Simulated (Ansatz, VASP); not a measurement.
One calculation of TaSi2, two programs

```xyz
9
Lattice="4.7599 0.0000 0.0000 -2.3799 4.1222 0.0000 0.0000 0.0000 6.5581" Properties=species:S:1:pos:R:3 pbc="T T T"
Ta    2.3799    0.0000    3.2791
Ta    1.1900    2.0611    5.4651
Ta   -1.1900    2.0611    1.0930
Si    0.0000    1.3137    3.2791
Si    3.6222    0.6569    5.4651
Si    1.2422    3.4653    1.0930
Si    2.3799    2.8085    3.2791
Si   -1.2422    3.4653    5.4651
Si    1.1377    0.6569    1.0930
```

Alike in both runs: functional PBEsol; k mesh 10 × 10 × 7; occupations gaussian, width 0.1 eV; no spin polarisation.

Ansatz relaxed the structure, and its values are those at the end. VASP's run is a single point on that final structure, the one shown.

|  | VASP | Ansatz |
| --- | --- | --- |
| version | VASP 6.6.1 | Ansatz 0.2.0 |
| potentials or method | VASP PAW PBE potentials, release 64 (Ta_pv, Si) | scalar-relativistic, plane waves, PAW |
| plane-wave cutoff (eV) | 520 | 420 |
| valence electrons in the cell | 57 | 63 |

|  | VASP | Ansatz | Ansatz less VASP |
| --- | --- | --- | --- |
| gap on the k mesh at the Fermi level (eV) | none | none | - |
| pressure (GPa) | 0.3 | 0.0 | -0.32 |

VASP's potentials were made for PBE, not for PBEsol. A gap of «none» marks a metal or a gap that the smearing closes. VASP's potentials hold 57 valence electrons a cell and Ansatz's 63, so a difference there can come from the potentials and not from the codes.

Neither program's run includes spin-orbit coupling.
